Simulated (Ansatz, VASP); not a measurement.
## TaBiO: VASP beside Ansatz

```
Ta Bi O
1.0
     3.46198    0.00000    0.00000
     0.00000    3.46198    0.00000
     0.00000    0.00000   10.07233
Ta Bi O
2 2 2
Direct
  0.00000 0.50000 0.87878
  0.50000 0.00000 0.12122
  0.50000 0.00000 0.68012
  0.00000 0.50000 0.31988
  0.50000 0.50000 0.00000
  0.00000 0.00000 0.00000
```

Alike in both runs: functional PBE; k mesh 3 × 3 × 2; occupations gaussian, width 0.15 eV; no spin polarisation.

Ansatz relaxed the structure, and its values are those at the end. VASP's run is a single point on that final structure, the one shown.

```csv
,VASP,Ansatz
version,VASP 6.6.1,Ansatz 0.2.0
potentials or method,"VASP PAW PBE potentials, release 64 (Ta_pv, Bi_d, O), cutoff 520 eV","scalar-relativistic, plane waves, PAW"
valence electrons in the cell,64,68
```

```csv
,VASP,Ansatz,Ansatz less VASP
gap on the k mesh at the Fermi level (eV),none,none,-
pressure (GPa),0.2,0.0,-0.19
rms of the force components (eV/Å),0.021,0.001,-0.0202
```

A gap of «none» marks a metal or a gap that the smearing closes. VASP's potentials hold 64 valence electrons a cell and Ansatz's 68, so a difference there can come from the potentials and not from the codes.

The k mesh is coarse, so the values compare programs but aren't converged. Neither program's run includes spin-orbit coupling.
